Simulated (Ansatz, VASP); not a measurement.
# One calculation of Ca3Bi, two programs

```
CELL_PARAMETERS angstrom
4.96216 0.00000 0.00000
-2.48108 4.29736 0.00000
0.00000 0.00000 5.65699
ATOMIC_POSITIONS crystal
Ca 0.31945 0.15973 0.80131
Ca 0.84027 0.15973 0.80131
Ca 0.84027 0.68055 0.80131
Bi 0.33333 0.66667 0.54700
```

Alike in both runs: task relaxation of cell and atoms; functional PBE; k mesh 6 × 6 × 4; occupations gaussian, width 0.1 eV; no spin polarisation.

|  | VASP | Ansatz |
| --- | --- | --- |
| version | VASP 6.6.1 | Ansatz 0.2.0 |
| potentials or method | VASP PAW PBE potentials, release 64 (Ca_sv, Bi_d), cutoff 600 eV | scalar-relativistic, plane waves, PAW |
| valence electrons in the cell | 45 | 45 |

```csv
,VASP,Ansatz,Ansatz less VASP
"gap on the k mesh at the Fermi level, each at its own relaxed structure (eV)",none,none,-
relaxed volume (Å³/atom),34.67,34.44,-0.228
relaxed length of the cell vector where the two differ most in proportion (Å),6.696,6.679,-0.0168
```

A gap of «none» marks a metal or a gap that the smearing closes.

Spin-orbit coupling is off throughout.
